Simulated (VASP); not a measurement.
## BaF2: single point with r2SCAN

Crystal: BaF2.

```
CELL_PARAMETERS angstrom
0.00000 3.09716 3.09716
3.09716 0.00000 3.09716
3.09716 3.09716 0.00000
ATOMIC_POSITIONS crystal
Ba 0.00000 0.00000 0.00000
F 0.25000 0.25000 0.25000
F 0.75000 0.75000 0.75000
```

- Program: VASP 6.6.1
- Task: single point
- Functional: r2SCAN
- Potentials or basis: VASP PAW PBE potentials, release 64 (Ba_sv, F)
- Cutoff: 660 eV
- k mesh: 8 × 8 × 8
- Occupations: gaussian, width 0.01 eV
- Spin: no spin polarisation
- Dipole correction: no
- Further INCAR settings: ALGO = Normal; EDIFF = 1e-06; NBANDS = 19

```
Pressure               : 0.9 GPa
Band gap on the k mesh : 7.34 eV (least direct gap 7.43 eV)
```

Levels at points of the mesh, in eV from the valence-band top:
```csv
k point,band 8,band 9,band 10,band 11,band 12,band 13,band 14,band 15,band 16,band 17
"(0.00, 0.00, 0.00)",-1.49,-1.49,-0.09,-0.09,-0.09,7.34,9.91,9.91,12.29,12.29
"(0.50, 0.00, 0.00)",-1.09,-0.66,-0.35,-0.17,-0.17,9.86,9.86,9.96,10.12,12.48
"(0.50, 0.50, 0.00)",-0.36,-0.36,-0.32,-0.32,-0.14,7.69,9.86,11.40,12.87,12.87
```

It took 5.4 min on 1 thread of Intel Xeon 8259CL, with other jobs on the host, peak memory 0.28 GiB.

Caveat: the PAW data sets were made with another functional, which shifts forces and pressure a little; spin-orbit coupling is left out, which moves the levels of the heavy elements. A k mesh can miss the band edges.
